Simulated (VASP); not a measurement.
# Cr (Im-3m) in VASP: notebook

Cr is run at these levels: LDA; tasks: single point.

Everything below comes from runs of VASP 6.6.1. Logs are shortened: lines on timing, memory, paths and dates and some standing lists are left out, and cuts for length are marked.

**1. The cell of the first run**

It takes space group Im-3m (No. 229, cubic). Conventional cell: a = 2.751 Å, b = 2.751 Å, c = 2.751 Å, α = 90.00°, β = 90.00°, γ = 90.00°. Cr (site symmetry m-3m) has 14 Cr at 2.38 to 2.75 Å within 3.1 Å.

**2. Single point, LDA (volume scaled by 0.960)**

INCAR reads:

```
SYSTEM = Cr
PREC = Accurate
ENCUT = 520
EDIFF = 1E-7
ISMEAR = 0
SIGMA = 0.05
LREAL = .FALSE.
LASPH = .TRUE.
NELM = 80
ALGO = Normal
ISIF = 2
LWAVE = .FALSE.
LCHARG = .FALSE.
GGA = CA
NBANDS = 12
```

KPOINTS reads:

```
regular mesh
0
G
  22 22 22
  0 0 0
```

POSCAR reads:

```
Cr
1.0
   -1.3753891008      1.3753891008      1.3753891008
    1.3753891008     -1.3753891008      1.3753891008
    1.3753891008      1.3753891008     -1.3753891008
Cr
1
Direct
    0.0000000000      0.0000000000      0.0000000000
```

Potentials or basis: VASP PAW LDA potentials, release 64 (Cr_pv).

Command:

```
$ cat potpaw_LDA.64/Cr_pv/POTCAR > POTCAR
$ mpirun -np 1 vasp_std > vasp.out
```

OUTCAR:

```text
SYSTEM = Cr
   PREC = Accurate
   ENCUT = 520
   EDIFF = 1E-7
   ISMEAR = 0
   LREAL = .FALSE.
   LASPH = .TRUE.
   NELM = 80
   ISIF = 2
   GGA = CA

 ion  position               nearest neighbor table
   1  0.000  0.000  0.000-

  LATTYP: Found a body centered cubic cell.
 ALAT       =     2.7507782016

  Lattice vectors:

 A1 = (  -1.3753891008,   1.3753891008,   1.3753891008)
 A2 = (   1.3753891008,  -1.3753891008,   1.3753891008)
 A3 = (   1.3753891008,   1.3753891008,  -1.3753891008)

Analysis of symmetry for initial positions (statically):
=====================================================================
 Subroutine PRICEL returns:
 Original cell was already a primitive cell.

 Routine SETGRP: Setting up the symmetry group for a
 body centered cubic supercell.

 Subroutine GETGRP returns: Found 48 space group operations
 (whereof 48 operations were pure point group operations)
 out of a pool of 48 trial point group operations.

The static configuration has the point symmetry O_h .

Analysis of symmetry for dynamics (positions and initial velocities):
=====================================================================
 Subroutine PRICEL returns:
 Original cell was already a primitive cell.

 Routine SETGRP: Setting up the symmetry group for a
 body centered cubic supercell.

 Subroutine GETGRP returns: Found 48 space group operations
 (whereof 48 operations were pure point group operations)
 out of a pool of 48 trial point group operations.

The dynamic configuration has the point symmetry O_h .

 Subroutine INISYM returns: Found 48 space group operations
 (whereof 48 operations are pure point group operations),
 and found     1 'primitive' translations

----------------------------------------------------------------------------------------

                                     Primitive cell

  volume of cell :      10.4073

  direct lattice vectors                    reciprocal lattice vectors
    -1.375389101  1.375389101  1.375389101     0.000000000  0.363533490  0.363533490
     1.375389101 -1.375389101  1.375389101     0.363533490  0.000000000  0.363533490
     1.375389101  1.375389101 -1.375389101     0.363533490  0.363533490  0.000000000

  length of vectors
     2.382243803  2.382243803  2.382243803     0.514113992  0.514113992  0.514113992

  position of ions in fractional coordinates (direct lattice)
     0.000000000  0.000000000  0.000000000

  ion indices of the primitive-cell ions
   primitive index   ion index
[... 76 lines left out ...]
   NSW    =      0    number of steps for IOM
   IBRION =     -1    ionic relax: 0-MD 1-quasi-New 2-CG
   NFREE  =      0    steps in history (QN), initial steepest desc. (CG)
   ISIF   =      2    stress and relaxation
   ISYM   =      2    0-nonsym 1-usesym 2-fastsym
   POTIM  = 0.5000    time-step for ionic-motion
   TEBEG  =    0.0;   TEEND  =   0.0 temperature during run
   PSTRESS=    0.0 pullay stress
   NELECT =      12.0000    total number of electrons
   NUPDOWN=      -1.0000    fix difference up-down
   EMIN   =  10.00;   EMAX   =-10.00  energy-range for DOS
   EFERMI =   0.00;   METHOD = LEGACY
   ISMEAR =     0;   SIGMA  =   0.05  broadening in eV -4-tet -1-fermi 0-gaus
   EFERMI_NEDOS =   21; number of points for ismear=-14 and -15
   IALGO  =     38    algorithm
   IMIX   =      4    mixing-type and parameters
     AMIX     =   0.40;   BMIX     =  1.00
     AMIX_MAG =   1.60;   BMIX_MAG =  1.00
  volume/ion in A,a.u.               =      10.41        70.23
  Fermi-wavevector in a.u.,A,eV,Ry     =   1.716681  3.244057 40.096296  2.946995
  Thomas-Fermi vector in A             =   2.793822
   LORBIT       =      0    0 simple, 1 ext, 2 COOP (PROOUT), +10 PAW based schemes
   GGA     = CA    functional components
   LHFCALC =     F    Hartree Fock is set to
   AEXX    =    0.0000 exact exchange contribution
   IVDW    =     0    specifies the selected vdW correction
   LEPSILON=     F    determine dielectric tensor
   LRPA    =     F    only Hartree local field effects (RPA)
 non-spin polarized calculation
 Gauss-broadening in eV      SIGMA  =   0.05
  energy-cutoff  :      520.00
  volume of cell :       10.41
 maximum number of plane-waves:       321
 NGX is ok and might be reduce to    18
   NGX =  9   NGY =  9   NGZ =  9

 number of electron      11.9999998 magnetization

 Free energy of the ion-electron system (eV)
  ---------------------------------------------------
  ext. energy  EPLUGINS =         0.00000000
  ---------------------------------------------------
  free energy    TOTEN  =       -10.60917516 eV

  energy without entropy =      -10.60782566  energy(sigma->0) =      -10.60850041

 E-fermi :  12.3755     XC(G=0): -14.6236

 val. band max:       12.3590669868   @ k =  -0.1818   0.1818   0.0455
 cond. band min:      12.3799389622   @ k =  -0.4091   0.4545   0.2727
 fundamental gap:      0.0208719755
 Fermi energy:        12.3754818355

 k-point     1 :       0.0000    0.0000    0.0000
  band No.  band energies     occupation
      1     -29.8151      2.00000
      2     -29.8151      2.00000
      3     -29.8151      2.00000
      4       4.2330      2.00000
      5      11.2973      2.00000
      6      11.2973      2.00000
      7      11.2973      2.00000
      8      13.5977      0.00000
      9      13.5977      0.00000
     10      17.7815      0.00000
     11      35.4949      0.00000
     12      35.4949      0.00000
[... 331 lines left out ...]
 k-point    24 :       0.1364    0.0909   -0.0000
  band No.  band energies     occupation
      1     -30.2698      2.00000
      2     -29.9306      2.00000
      3     -29.8505      2.00000
      4       5.9508      2.00000
      5      10.7214      2.00000
      6      10.8715      2.00000
      7      12.6656      0.00000
      8      13.0755      0.00000
      9      13.7565      0.00000
     10      17.7814      0.00000
     11      32.7224      0.00000
     12      34.0382      0.00000

 [... further k-points ...]
[... 5 lines left out ...]
  --------------------------------------------------------------------------------------
  -------------------------------------------------------------------------------------
  Total        0.8812105      0.8812105      0.8812105     -0.0000000     -0.0000000     -0.0000000
  in kB      135.6605366    135.6605366    135.6605366     -0.0000000     -0.0000000     -0.0000000
  external PRESSURE =     135.6605366 kB  Pullay stress =       0.0000000 kB

 VOLUME and BASIS-vectors are now :
 -----------------------------------------------------------------------------
  energy-cutoff  :      520.00
  volume of cell :       10.41
      direct lattice vectors                 reciprocal lattice vectors
    -1.375389101  1.375389101  1.375389101     0.000000000  0.363533490  0.363533490
     1.375389101 -1.375389101  1.375389101     0.363533490  0.000000000  0.363533490
     1.375389101  1.375389101 -1.375389101     0.363533490  0.363533490  0.000000000

 POSITION                                       TOTAL-FORCE (eV/Angst)
 -----------------------------------------------------------------------------------
      0.00000      0.00000      0.00000         0.000000      0.000000      0.000000
 -----------------------------------------------------------------------------------
    total drift:                                0.000000     -0.000000      0.000000

  FREE ENERGIE OF THE ION-ELECTRON SYSTEM (eV)
  ---------------------------------------------------
  free  energy   TOTEN  =       -10.6091751570 eV

  energy  without entropy=      -10.6078256637  energy(sigma->0) =      -10.60850041
```

It took 43 s on 1 thread of AMD EPYC 7R43 (Zen 3), shared host; peak memory 0.11 GiB.

What came out:

* Free energy: -10.6092 eV
* Pressure: 13.6 GPa
* Band gap on the k mesh: zero (band 6 reaches 15.22 eV, above the bottom of band 7 at 11.30 eV)

Caveat: the run has no spin polarisation, though such a crystal can be magnetic. Spin polarisation is off, so any magnetic state and its effect on volume and gap are missing.

**3. Single point, LDA (volume scaled by 0.980)**

Edit INCAR of step 2 so:

```diff
@@ -8,3 +8,3 @@
 LASPH = .TRUE.
-NELM = 80
+NELM = 60
 ALGO = Normal
@@ -13,3 +13,2 @@
 LCHARG = .FALSE.
-GGA = CA
 NBANDS = 12
```

KPOINTS is that of step 2.

POSCAR reads:

```
Cr
1.0
   -1.3848748426      1.3848748426      1.3848748426
    1.3848748426     -1.3848748426      1.3848748426
    1.3848748426      1.3848748426     -1.3848748426
Cr
1
Direct
    0.0000000000      0.0000000000      0.0000000000
```

Potentials or basis: VASP PAW LDA potentials, release 64 (Cr_pv).

Command:

```
$ cat potpaw_LDA.64/Cr_pv/POTCAR > POTCAR
$ mpirun -np 1 vasp_std > vasp.out
```

OUTCAR:

```text
SYSTEM = Cr
   PREC = Accurate
   ENCUT = 520
   EDIFF = 1E-7
   ISMEAR = 0
   LREAL = .FALSE.
   LASPH = .TRUE.
   NELM = 60
   ISIF = 2

 ion  position               nearest neighbor table
   1  0.000  0.000  0.000-

  LATTYP: Found a body centered cubic cell.
 ALAT       =     2.7697496852

  Lattice vectors:

 A1 = (  -1.3848748426,   1.3848748426,   1.3848748426)
 A2 = (   1.3848748426,  -1.3848748426,   1.3848748426)
 A3 = (   1.3848748426,   1.3848748426,  -1.3848748426)

Analysis of symmetry for initial positions (statically):
=====================================================================
 Subroutine PRICEL returns:
 Original cell was already a primitive cell.

 Routine SETGRP: Setting up the symmetry group for a
 body centered cubic supercell.

 Subroutine GETGRP returns: Found 48 space group operations
 (whereof 48 operations were pure point group operations)
 out of a pool of 48 trial point group operations.

The static configuration has the point symmetry O_h .

Analysis of symmetry for dynamics (positions and initial velocities):
=====================================================================
 Subroutine PRICEL returns:
 Original cell was already a primitive cell.

 Routine SETGRP: Setting up the symmetry group for a
 body centered cubic supercell.

 Subroutine GETGRP returns: Found 48 space group operations
 (whereof 48 operations were pure point group operations)
 out of a pool of 48 trial point group operations.

The dynamic configuration has the point symmetry O_h .

 Subroutine INISYM returns: Found 48 space group operations
 (whereof 48 operations are pure point group operations),
 and found     1 'primitive' translations

----------------------------------------------------------------------------------------

                                     Primitive cell

  volume of cell :      10.6241

[... 108 lines left out ...]
  Fermi-wavevector in a.u.,A,eV,Ry     =   1.704923  3.221837 39.548895  2.906762
  Thomas-Fermi vector in A             =   2.784237
   LORBIT       =      0    0 simple, 1 ext, 2 COOP (PROOUT), +10 PAW based schemes
   GGA     = CA    functional components
   LHFCALC =     F    Hartree Fock is set to
   AEXX    =    0.0000 exact exchange contribution
   IVDW    =     0    specifies the selected vdW correction
   LEPSILON=     F    determine dielectric tensor
   LRPA    =     F    only Hartree local field effects (RPA)
 non-spin polarized calculation
 Gauss-broadening in eV      SIGMA  =   0.05
  energy-cutoff  :      520.00
  volume of cell :       10.62
 maximum number of plane-waves:       321
 NGX is ok and might be reduce to    18
   NGX =  9   NGY =  9   NGZ =  9

 number of electron      12.0000006 magnetization

 Free energy of the ion-electron system (eV)
  ---------------------------------------------------
  ext. energy  EPLUGINS =         0.00000000
  ---------------------------------------------------
  free energy    TOTEN  =       -10.62279047 eV

  energy without entropy =      -10.62147972  energy(sigma->0) =      -10.62213509

 E-fermi :  12.0496     XC(G=0): -14.4992

 val. band max:       12.0364964225   @ k =  -0.1818   0.1818   0.0455
 cond. band min:      12.0562392815   @ k =  -0.4091   0.4545   0.2727
 fundamental gap:      0.0197428590
 Fermi energy:        12.0495635606

 k-point     1 :       0.0000    0.0000    0.0000
  band No.  band energies     occupation
      1     -30.1728      2.00000
      2     -30.1728      2.00000
      3     -30.1728      2.00000
      4       3.9736      2.00000
      5      11.0045      2.00000
      6      11.0045      2.00000
      7      11.0045      2.00000
      8      13.2425      0.00000
      9      13.2425      0.00000
     10      17.4397      0.00000
     11      35.0172      0.00000
     12      35.0172      0.00000
[... 331 lines left out ...]
 k-point    24 :       0.1364    0.0909   -0.0000
  band No.  band energies     occupation
      1     -30.5991      2.00000
      2     -30.2814      2.00000
      3     -30.2059      2.00000
      4       5.6646      2.00000
      5      10.4458      2.00000
      6      10.5914      2.00000
      7      12.3331      0.00000
      8      12.7374      0.00000
      9      13.3954      0.00000
     10      17.4396      0.00000
     11      32.1580      0.00000
     12      33.4784      0.00000

 [... further k-points ...]
[... 5 lines left out ...]
  --------------------------------------------------------------------------------------
  -------------------------------------------------------------------------------------
  Total        0.4328249      0.4328249      0.4328249     -0.0000000     -0.0000000      0.0000000
  in kB       65.2726441     65.2726441     65.2726441     -0.0000000     -0.0000000      0.0000000
  external PRESSURE =      65.2726441 kB  Pullay stress =       0.0000000 kB

 VOLUME and BASIS-vectors are now :
 -----------------------------------------------------------------------------
  energy-cutoff  :      520.00
  volume of cell :       10.62
      direct lattice vectors                 reciprocal lattice vectors
    -1.384874843  1.384874843  1.384874843     0.000000000  0.361043457  0.361043457
     1.384874843 -1.384874843  1.384874843     0.361043457  0.000000000  0.361043457
     1.384874843  1.384874843 -1.384874843     0.361043457  0.361043457  0.000000000

 POSITION                                       TOTAL-FORCE (eV/Angst)
 -----------------------------------------------------------------------------------
      0.00000      0.00000      0.00000        -0.000000     -0.000000     -0.000000
 -----------------------------------------------------------------------------------
    total drift:                                0.000000     -0.000000      0.000000

  FREE ENERGIE OF THE ION-ELECTRON SYSTEM (eV)
  ---------------------------------------------------
  free  energy   TOTEN  =       -10.6227904707 eV

  energy  without entropy=      -10.6214797190  energy(sigma->0) =      -10.62213509
```

OSZICAR:

```text
N       E                     dE             d eps       ncg     rms          rms(c)
DAV:   1     0.774899397905E+02    0.77490E+02   -0.70151E+03  7960   0.121E+03
DAV:   2    -0.110808914592E+02   -0.88571E+02   -0.85096E+02  8032   0.297E+02
DAV:   3    -0.122457919066E+02   -0.11649E+01   -0.11581E+01  8532   0.410E+01
DAV:   4    -0.122514388906E+02   -0.56470E-02   -0.56469E-02  8408   0.284E+00
DAV:   5    -0.122515036805E+02   -0.64790E-04   -0.64791E-04  8428   0.280E-01    0.121E+01
DAV:   6    -0.106653051936E+02    0.15862E+01   -0.39129E+00  8260   0.343E+01    0.141E+00
DAV:   7    -0.106375509884E+02    0.27754E-01   -0.43365E-02  8068   0.280E+00    0.778E-01
DAV:   8    -0.106227658738E+02    0.14785E-01   -0.37944E-03  8500   0.100E+00    0.765E-02
DAV:   9    -0.106227842900E+02   -0.18416E-04   -0.26742E-04  7980   0.250E-01    0.124E-02
DAV:  10    -0.106227904756E+02   -0.61855E-05   -0.54180E-06  8748   0.412E-02    0.352E-03
DAV:  11    -0.106227904707E+02    0.48672E-08   -0.28509E-07  8172   0.822E-03
   1 F= -.10622790E+02 E0= -.10622135E+02  d E =-.131075E-02
```

stdout:

```text
POSCAR found type information on POSCAR Cr
 POSCAR found :  1 types and       1 ions
 scaLAPACK will be used
 LDA part: xc-table for (Slater(with rela. corr.)+CA(PZ))
 , standard interpolation
 POSCAR, INCAR and KPOINTS ok, starting setup
 FFT: planning ... GRIDC
 FFT: planning ... GRID_SOFT
 FFT: planning ... GRID
 WAVECAR not read
 entering main loop
```

Run time: 38 s. Hardware: 1 thread of AMD EPYC 7R43 (Zen 3), shared host; peak memory 0.11 GiB.

Results:

```
Free energy            : -10.6228 eV
Pressure               : 6.5 GPa
Band gap on the k mesh : zero (band 6 reaches 14.81 eV, above the bottom of band 7 at 11.00 eV)
```

Levels at points of the mesh, in eV from the Fermi level:
| k point | band 4 | band 5 | band 6 | band 7 | band 8 | band 9 |
| --- | --- | --- | --- | --- | --- | --- |
| (0.00, 0.00, 0.00) | -8.08 | -1.05 | -1.05 | -1.05 | 1.19 | 1.19 |
| (0.50, 0.00, 0.00) | -4.88 | -2.79 | 1.23 | 1.44 | 1.59 | 3.21 |
| (0.50, 0.50, 0.50) | -4.91 | -4.91 | 2.76 | 2.76 | 2.76 | 5.39 |

Caveat: the run has no spin polarisation, though such a crystal can be magnetic.
